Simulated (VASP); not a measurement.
# AlN (P6_3/mmc) in VASP: notebook

Aim: see how the results for AlN move with the level of theory and the settings. Levels: PBEsol, PBE, r2SCAN. Tasks: single point.

Program: VASP 6.6.1. These are calculated values, not measurements. Logs are shortened: lines on timing, memory, paths and dates and some standing lists are left out, and cuts for length are marked.

## Step 1: The cell of the first run

The structure is hexagonal, space group P6_3/mmc (No. 194). The conventional cell has a = 2.836 Å, b = 2.836 Å, c = 4.856 Å, α = 90.00°, β = 90.00°, γ = 120.00°. Within 2.7 Å of Al (site symmetry -3m) lie 6 N at 2.04 Å and 2 Al at 2.43 Å. Within 2.7 Å of N (site symmetry -6m2) lie 6 Al at 2.04 Å.

## Step 2: Single point, PBEsol

INCAR

```
SYSTEM = AlN
PREC     = Accurate       ! precision mode
ENCUT    = 520            ! plane-wave cutoff, eV
EDIFF    = 1E-6           ! SCF threshold, eV
ISMEAR   = -1             ! smearing method
SIGMA    = 0.02           ! smearing width, eV
LREAL    = .FALSE.        ! projectors in reciprocal space
LASPH    = .TRUE.         ! aspherical terms in the spheres
NELM     = 80             ! most SCF steps
ALGO     = Normal         ! electronic algorithm
ISIF     = 2              ! what is computed and relaxed
LWAVE    = .FALSE.        ! write WAVECAR
LCHARG   = .FALSE.        ! write CHGCAR
GGA      = PS             ! functional
NBANDS   = 16             ! bands
```

KPOINTS

```
regular mesh
0
G
  12 12 6
  0 0 0
```

POSCAR

```
AlN
1.0
    2.8359915992      0.0000000000      0.0000000000
   -1.4179957996      2.4560407698      0.0000000000
    0.0000000000      0.0000000000      4.8561215159
Al N
2 2
Direct
    0.0000000000      0.0000000000      0.0000000000
    0.0000000000      0.0000000000      0.5000000000
    0.3333333333      0.6666666667      0.2500000000
    0.6666666667      0.3333333333      0.7500000000
```

Potentials or basis: VASP PAW PBE potentials, release 64 (Al, N).

Launch:

```
$ cat potpaw_PBE.64/Al/POTCAR potpaw_PBE.64/N/POTCAR > POTCAR
$ mpirun -np 1 vasp_std > vasp.out
```

OUTCAR:

```text
SYSTEM = AlN
   PREC = Accurate
   ENCUT = 520
   EDIFF = 1E-6
   ISMEAR = -1
   LREAL = .FALSE.
   LASPH = .TRUE.
   NELM = 80
   ISIF = 2
   GGA = PS

 ion  position               nearest neighbor table
   1  0.000  0.000  0.000-   3 2.04   4 2.04   3 2.04   4 2.04   4 2.04   3 2.04   2 2.43   2 2.43

   2  0.000  0.000  0.500-   3 2.04   4 2.04   3 2.04   4 2.04   4 2.04   3 2.04   1 2.43   1 2.43

   3  0.333  0.667  0.250-   1 2.04   2 2.04   1 2.04   2 2.04   1 2.04   2 2.04
   4  0.667  0.333  0.750-   1 2.04   2 2.04   1 2.04   2 2.04   1 2.04   2 2.04

  LATTYP: Found a hexagonal cell.
 ALAT       =     2.8359915992
 C/A-ratio  =     1.7123187238

  Lattice vectors:

 A1 = (   2.8359915992,   0.0000000000,   0.0000000000)
 A2 = (  -1.4179957996,   2.4560407698,   0.0000000000)
 A3 = (   0.0000000000,   0.0000000000,   4.8561215159)

Analysis of symmetry for initial positions (statically):
=====================================================================
 Subroutine PRICEL returns:
 Original cell was already a primitive cell.

 Routine SETGRP: Setting up the symmetry group for a
 hexagonal supercell.

 Subroutine GETGRP returns: Found 24 space group operations
 (whereof 12 operations were pure point group operations)
 out of a pool of 24 trial point group operations.

The static configuration has the point symmetry D_3d.
 The point group associated with its full space group is D_6h.

Analysis of symmetry for dynamics (positions and initial velocities):
=====================================================================
 Subroutine PRICEL returns:
 Original cell was already a primitive cell.

 Routine SETGRP: Setting up the symmetry group for a
 hexagonal supercell.

 Subroutine GETGRP returns: Found 24 space group operations
 (whereof 12 operations were pure point group operations)
 out of a pool of 24 trial point group operations.

The dynamic configuration has the point symmetry D_3d.
 The point group associated with its full space group is D_6h.

 Subroutine INISYM returns: Found 24 space group operations
 (whereof 12 operations are pure point group operations),
 and found     1 'primitive' translations

----------------------------------------------------------------------------------------

                                     Primitive cell

  volume of cell :      33.8244

  direct lattice vectors                    reciprocal lattice vectors
     2.835991599  0.000000000  0.000000000     0.352610353  0.203579682  0.000000000
    -1.417995800  2.456040770  0.000000000     0.000000000  0.407159365  0.000000000
     0.000000000  0.000000000  4.856121516     0.000000000  0.000000000  0.205925654

  length of vectors
     2.835991599  2.835991599  4.856121516     0.407159365  0.407159365  0.205925654

  position of ions in fractional coordinates (direct lattice)
     0.000000000  0.000000000  0.000000000
     0.000000000  0.000000000  0.500000000
     0.333333333  0.666666667  0.250000000
     0.666666667  0.333333333  0.750000000

  ion indices of the primitive-cell ions
   primitive index   ion index
                 1           1
                 2           2
                 3           3
                 4           4

----------------------------------------------------------------------------------------

 KPOINTS: regular mesh

Automatic generation of k-mesh.
 Grid dimensions read from file:
 generate k-points for:   12   12    6

 Generating k-lattice:

  Cartesian coordinates                     Fractional coordinates (reciprocal lattice)
     0.029384196  0.016964974  0.000000000     0.083333333  0.000000000  0.000000000
     0.000000000  0.033929947  0.000000000     0.000000000  0.083333333  0.000000000
     0.000000000  0.000000000  0.034320942     0.000000000  0.000000000  0.166666667

  Length of vectors
     0.033929947  0.033929947  0.034320942

  Shift w.r.t. Gamma in fractional coordinates (k-lattice)
     0.000000000  0.000000000  0.000000000

 Subroutine IBZKPT returns following result:
 ===========================================

 Found     76 irreducible k-points:

 Following reciprocal coordinates:
            Coordinates               Weight
  0.000000  0.000000  0.000000      1.000000
  0.083333 -0.000000  0.000000      6.000000
  0.166667  0.000000  0.000000      6.000000
  0.250000 -0.000000  0.000000      6.000000
  0.333333 -0.000000  0.000000      6.000000
  0.416667 -0.000000  0.000000      6.000000
[... 16 lines left out ...]
  0.250000 -0.000000  0.166667     12.000000
  0.333333 -0.000000  0.166667     12.000000
 [... further k-points ...]
   k-points           NKPTS =     76   k-points in BZ     NKDIM =     76   number of bands    NBANDS=     16
   number of dos      NEDOS =    301   number of ions     NIONS =      4
   total plane-waves  NPLWV =  20736
   dimension x,y,z NGX =    24 NGY =   24 NGZ =   36
   dimension x,y,z NGXF=    48 NGYF=   48 NGZF=   72
   ions per type =               2   2
   NGX,Y,Z   is equivalent  to a cutoff of  14.07, 14.07, 12.32 a.u.
   NGXF,Y,Z  is equivalent  to a cutoff of  28.14, 28.14, 24.65 a.u.
 SYSTEM =  AlN
   PREC   = accura    normal or accurate (medium, high low for compatibility)
   ISTART =      0    job   : 0-new  1-cont  2-samecut
   ICHARG =      2    charge: 1-file 2-atom 10-const
   ISPIN  =      1    spin polarized calculation?
   LNONCOLLINEAR =      F non collinear calculations
   LSORBIT =      F    spin-orbit coupling
   LASPH  =      T    aspherical Exc in radial PAW
   ENCUT  =  520.0 eV  38.22 Ry    6.18 a.u.   5.27  5.27  9.03*2*pi/ulx,y,z
   NELM   =     80;   NELMIN=  2; NELMDL= -5     # of ELM steps
   EDIFF  = 0.1E-05   stopping-criterion for ELM
   LREAL  =      F    real-space projection
   EDIFFG = 0.1E-04   stopping-criterion for IOM
   NSW    =      0    number of steps for IOM
   IBRION =     -1    ionic relax: 0-MD 1-quasi-New 2-CG
   NFREE  =      0    steps in history (QN), initial steepest desc. (CG)
   ISIF   =      2    stress and relaxation
   ISYM   =      2    0-nonsym 1-usesym 2-fastsym
   POTIM  = 0.5000    time-step for ionic-motion
   TEBEG  =    0.0;   TEEND  =   0.0 temperature during run
   PSTRESS=    0.0 pullay stress
   NELECT =      16.0000    total number of electrons
   NUPDOWN=      -1.0000    fix difference up-down
   EMIN   =  10.00;   EMAX   =-10.00  energy-range for DOS
   EFERMI =   0.00;   METHOD = LEGACY
   ISMEAR =    -1;   SIGMA  =   0.02  broadening in eV -4-tet -1-fermi 0-gaus
   EFERMI_NEDOS =   21; number of points for ismear=-14 and -15
   IALGO  =     38    algorithm
   IMIX   =      4    mixing-type and parameters
     AMIX     =   0.40;   BMIX     =  1.00
     AMIX_MAG =   1.60;   BMIX_MAG =  1.00
  volume/ion in A,a.u.               =       8.46        57.06
  Fermi-wavevector in a.u.,A,eV,Ry     =   1.275571  2.410481 22.137803  1.627083
  Thomas-Fermi vector in A             =   2.408276
   LORBIT       =      0    0 simple, 1 ext, 2 COOP (PROOUT), +10 PAW based schemes
   GGA     = PS    functional components
   LHFCALC =     F    Hartree Fock is set to
   AEXX    =    0.0000 exact exchange contribution
   IVDW    =     0    specifies the selected vdW correction
   LEPSILON=     F    determine dielectric tensor
   LRPA    =     F    only Hartree local field effects (RPA)
 non-spin polarized calculation
  energy-cutoff  :      520.00
  volume of cell :       33.82
 maximum number of plane-waves:       924
 NGX is ok and might be reduce to    24
   NGX = 11   NGY = 11   NGZ = 19

 number of electron      15.9999999 magnetization

 Free energy of the ion-electron system (eV)
  ---------------------------------------------------
  ext. energy  EPLUGINS =         0.00000000
  ---------------------------------------------------
  free energy    TOTEN  =       -30.23683893 eV

  energy without entropy =      -30.23683893  energy(sigma->0) =      -30.23683893

 E-fermi :  10.0546     XC(G=0): -12.3245

 val. band max:        9.6687703973   @ k =   0.0000   0.0000   0.0000
 cond. band min:      14.4352909436   @ k =   0.5000  -0.0000   0.3333
 fundamental gap:      4.7665205463
 Fermi energy:        10.0545637433

 k-point     1 :       0.0000    0.0000    0.0000
  band No.  band energies     occupation
      1      -7.8051      2.00000
      2      -4.8719      2.00000
      3       1.0192      2.00000
      4       8.8137      2.00000
      5       8.8137      2.00000
      6       9.0814      2.00000
[... 8 lines left out ...]
     15      22.8723      0.00000
     16      22.8723      0.00000

 k-point     2 :       0.0833   -0.0000    0.0000
  band No.  band energies     occupation
      1      -7.6758      2.00000
      2      -4.7838      2.00000
      3       1.1587      2.00000
      4       8.1701      2.00000
      5       8.6522      2.00000
      6       9.0325      2.00000
[... 8 lines left out ...]
     15      22.2946      0.00000
     16      22.7825      0.00000

 k-point     3 :       0.1667    0.0000    0.0000
  band No.  band energies     occupation
      1      -7.2940      2.00000
      2      -4.5333      2.00000
      3       1.5702      2.00000
      4       6.6891      2.00000
      5       7.7745      2.00000
      6       8.2674      2.00000
[... 8 lines left out ...]
     15      22.3847      0.00000
     16      23.1662      0.00000

 k-point     4 :       0.2500   -0.0000    0.0000
  band No.  band energies     occupation
      1      -6.6832      2.00000
      2      -4.1708      2.00000
      3       2.2306      2.00000
      4       4.9879      2.00000
      5       6.3020      2.00000
      6       7.8243      2.00000
[... 8 lines left out ...]
     15      21.5045      0.00000
     16      24.3675      0.00000
[... 324 lines left out ...]
 k-point    22 :       0.1667    0.0000    0.1667
  band No.  band energies     occupation
      1      -7.1683      2.00000
      2      -4.8360      2.00000
      3       2.0631      2.00000
      4       6.7782      2.00000
      5       7.4302      2.00000
      6       8.3347      2.00000
[... 8 lines left out ...]
     15      22.1735      0.00000
     16      23.3396      0.00000

 k-point    23 :       0.2500   -0.0000    0.1667
  band No.  band energies     occupation
      1      -6.5642      2.00000
      2      -4.4299      2.00000
      3       2.6012      2.00000
      4       5.1535      2.00000
      5       6.0362      2.00000
      6       7.8982      2.00000
[... 8 lines left out ...]
     15      21.7010      0.00000
     16      24.2576      0.00000

 k-point    24 :       0.3333   -0.0000    0.1667
  band No.  band energies     occupation
      1      -5.7885      2.00000
      2      -4.0032      2.00000
      3       2.8759      2.00000
      4       4.0848      2.00000
      5       4.6851      2.00000
      6       7.5194      2.00000
[... 8 lines left out ...]
     15      21.7388      0.00000
     16      24.9677      0.00000

 [... further k-points ...]
[... 5 lines left out ...]
  --------------------------------------------------------------------------------------
  -------------------------------------------------------------------------------------
  Total       -0.0244537     -0.0244537     -0.0255647      0.0000000     -0.0000000     -0.0000000
  in kB       -1.1583114     -1.1583114     -1.2109378      0.0000000     -0.0000000     -0.0000000
  external PRESSURE =      -1.1758536 kB  Pullay stress =       0.0000000 kB

 VOLUME and BASIS-vectors are now :
 -----------------------------------------------------------------------------
  energy-cutoff  :      520.00
  volume of cell :       33.82
      direct lattice vectors                 reciprocal lattice vectors
     2.835991599  0.000000000  0.000000000     0.352610353  0.203579682  0.000000000
    -1.417995800  2.456040770  0.000000000     0.000000000  0.407159365  0.000000000
     0.000000000  0.000000000  4.856121516     0.000000000  0.000000000  0.205925654

 POSITION                                       TOTAL-FORCE (eV/Angst)
 -----------------------------------------------------------------------------------
      0.00000      0.00000      0.00000        -0.000000      0.000000     -0.000000
      0.00000      0.00000      2.42806        -0.000000      0.000000     -0.000000
     -0.00000      1.63736      1.21403         0.000000     -0.000000      0.000000
      1.41800      0.81868      3.64209         0.000000      0.000000     -0.000000
 -----------------------------------------------------------------------------------
    total drift:                               -0.000000      0.000000     -0.000000

  FREE ENERGIE OF THE ION-ELECTRON SYSTEM (eV)
  ---------------------------------------------------
  free  energy   TOTEN  =       -30.2368389260 eV

  energy  without entropy=      -30.2368389260  energy(sigma->0) =      -30.23683893
```

Wall time 25 s (1 thread of Intel Xeon Platinum 8488C (Sapphire Rapids), shared host); peak memory 0.17 GiB.

What came out:

| Quantity | Value |
| --- | --- |
| Free energy | -30.2368 eV |
| Pressure | -0.1 GPa |
| Band gap on the k mesh | 4.77 eV, indirect (least direct gap 5.08 eV) |

Levels at points of the mesh, in eV from the valence-band top:
| k point | band 5 | band 6 | band 7 | band 8 | band 9 | band 10 | band 11 | band 12 |
| --- | --- | --- | --- | --- | --- | --- | --- | --- |
| (0.00, 0.00, 0.00) | -0.86 | -0.59 | 0.00 | 0.00 | 5.08 | 6.27 | 8.83 | 12.31 |
| (0.50, 0.00, 0.00) | -5.09 | -3.11 | -2.57 | -1.11 | 5.23 | 6.24 | 6.51 | 10.69 |
| (0.00, 0.00, 0.50) | -0.44 | -0.44 | -0.44 | -0.44 | 6.55 | 6.55 | 10.27 | 10.27 |
| (0.50, 0.00, 0.50) | -2.71 | -2.71 | -1.92 | -1.92 | 5.49 | 5.49 | 6.98 | 6.98 |

Caveat: the PAW data sets were made with another functional, which shifts forces and pressure a little. A k mesh can miss the band edges.

## Step 3: Single point, PBE

This run uses another cell than the first one, of 8.62 Å³/atom, 1.020 times its volume.

INCAR

```
  PREC = Accurate
  ENCUT = 520
  EDIFF = 1E-7
  ISMEAR = -1
  SIGMA = 0.02
  LREAL = False
  LASPH = True
  NELM = 60
  ALGO = Normal
  ISIF = 2
  LWAVE = False
  LCHARG = False
  GGA = PE
  NBANDS = 16
```

KPOINTS

```
regular mesh
0
Gamma
  12 12 6
```

POSCAR

```
AlN
1.0
    2.8557215705      0.0000000000      0.0000000000
   -1.4278607853      2.4731274262      0.0000000000
    0.0000000000      0.0000000000      4.8831001135
Al N
2 2
Direct
    0.0000000000      0.0000000000      0.0000000000
    0.0000000000      0.0000000000      0.5000000000
    0.3333333333      0.6666666667      0.2500000000
    0.6666666667      0.3333333333      0.7500000000
```

Potentials or basis: VASP PAW PBE potentials, release 64 (Al, N).

Launch:

```
$ cat potpaw_PBE.64/Al/POTCAR potpaw_PBE.64/N/POTCAR > POTCAR
$ mpirun -np 1 vasp_std > vasp.out
```

Wall time 24 s (1 thread of Intel Xeon Platinum 8488C (Sapphire Rapids), shared host); peak memory 0.17 GiB.

Results (log left out):

* Free energy: -28.4572 eV
* Pressure: -0.3 GPa
* Band gap on the k mesh: 4.73 eV, indirect (least direct gap 4.83 eV)

Stress tensor (GPa, compression positive):
```
-0.24  0.00  0.00
 0.00 -0.24  0.00
 0.00  0.00 -0.38
```

Levels at points of the mesh, in eV from the valence-band top:
| k point | band 4 | band 5 | band 6 | band 7 | band 8 | band 9 | band 10 | band 11 | band 12 | band 13 |
| --- | --- | --- | --- | --- | --- | --- | --- | --- | --- | --- |
| (0.00, 0.00, 0.00) | -0.81 | -0.81 | -0.55 | 0.00 | 0.00 | 4.83 | 6.20 | 8.94 | 12.11 | 12.24 |
| (0.50, 0.00, 0.00) | -6.08 | -4.94 | -3.00 | -2.50 | -1.05 | 5.33 | 6.17 | 6.46 | 10.64 | 10.75 |
| (0.00, 0.00, 0.50) | -4.85 | -0.42 | -0.42 | -0.42 | -0.42 | 6.39 | 6.39 | 10.21 | 10.21 | 11.79 |
| (0.50, 0.00, 0.50) | -7.62 | -2.62 | -2.62 | -1.85 | -1.85 | 5.46 | 5.46 | 7.08 | 7.08 | 12.56 |

A k mesh can miss the band edges. Expect the measured gap to be larger: semilocal functionals such as PBE lack the derivative discontinuity.

## Step 4: Single point, r2SCAN

This run uses another cell than the first one, of 8.41 Å³/atom, 0.995 times its volume.

POSCAR

```
AlN
1.0
    2.8328531496      0.0000000000      0.0000000000
   -1.4164265748      2.4533227928      0.0000000000
    0.0000000000      0.0000000000      4.8410108813
Al N
2 2
Direct
    0.0000000000      0.0000000000      0.0000000000
    0.0000000000      0.0000000000      0.5000000000
    0.3333333333      0.6666666667      0.2500000000
    0.6666666667      0.3333333333      0.7500000000
```

INCAR.step1

```
SYSTEM = AlN
PREC = Accurate
ENCUT = 520
ISMEAR = -1
SIGMA = 0.02
LREAL = .False.
LASPH = .True.
NELM = 100
NBANDS = 16
GGA = PE
ALGO = Normal
EDIFF = 1E-4
LWAVE = .True.
LCHARG = .False.
```

INCAR.step2

```
SYSTEM = AlN
PREC = Accurate
ENCUT = 520
EDIFF = 1E-6
ISMEAR = -1
SIGMA = 0.02
LREAL = .False.
LASPH = .True.
NELM = 100
ALGO = Normal
ISIF = 2
LWAVE = .False.
LCHARG = .True.
METAGGA = R2SCAN
LMIXTAU = .True.
LELF = .True.
LVHAR = .True.
NBANDS = 16
ISTART = 1
```

KPOINTS

```
regular mesh
0
Gamma
  12 12 6
  0 0 0
```

Launch:

```
$ cat potpaw_PBE.64/Al/POTCAR potpaw_PBE.64/N/POTCAR > POTCAR
$ cp INCAR.step1 INCAR
$ mpirun -np 1 vasp_std > vasp.out
$ cp INCAR.step2 INCAR
$ mpirun -np 1 vasp_std > vasp.out
```

Run time: 84 s. Hardware: 1 thread of Intel Xeon Platinum 8488C (Sapphire Rapids), shared host; peak memory 0.17 GiB.

It converged, with:

```yaml
Free_energy: -37.1072 eV
Pressure: -0.8 GPa
Band_gap_on_the_k_mesh: 5.69 eV, indirect (least direct gap 5.96 eV)
```

Stress tensor (GPa, compression positive):
```
-0.70  0.00  0.00
 0.00 -0.70  0.00
 0.00  0.00 -0.86
```

Levels at points of the mesh, in eV from the valence-band top:
| k point | band 5 | band 6 | band 7 | band 8 | band 9 | band 10 | band 11 | band 12 |
| --- | --- | --- | --- | --- | --- | --- | --- | --- |
| (0.00, 0.00, 0.00) | -0.92 | -0.58 | 0.00 | 0.00 | 5.96 | 7.08 | 9.60 | 13.39 |
| (0.50, 0.00, 0.00) | -5.17 | -3.12 | -2.65 | -1.18 | 6.04 | 7.21 | 7.39 | 11.72 |
| (0.00, 0.00, 0.50) | -0.48 | -0.48 | -0.48 | -0.48 | 7.38 | 7.38 | 11.38 | 11.38 |
| (0.50, 0.00, 0.50) | -2.79 | -2.79 | -1.99 | -1.99 | 6.43 | 6.43 | 7.83 | 7.83 |

Caveat: the PAW data sets were made with another functional, which shifts forces and pressure a little. A k mesh can miss the band edges.

## Step 5: Summary

| level | cell | gap on the mesh (eV) | pressure (GPa) |
| --- | --- | --- | --- |
| PBEsol | a = 2.836, b = 2.836, c = 4.856 Å, angles 90.0, 90.0, 120.0°, 4 atoms | 4.77 | -0.1 |
| PBE | a = 2.856, b = 2.856, c = 4.883 Å, angles 90.0, 90.0, 120.0°, 4 atoms | 4.73 | -0.3 |
| r2SCAN | a = 2.833, b = 2.833, c = 4.841 Å, angles 90.0, 90.0, 120.0°, 4 atoms | 5.69 | -0.8 |

Alike in all rows: task single point; potentials or basis VASP PAW PBE potentials, release 64 (Al, N); no spin polarisation; k mesh 12 × 12 × 6; cutoff (eV) 520; smearing fermi-dirac 0.02 eV.

Caveats: the PAW data sets were made with another functional, which shifts forces and pressure a little (some runs).

Total energies depend on the potentials used, so only differences within one code and one set of settings carry meaning.
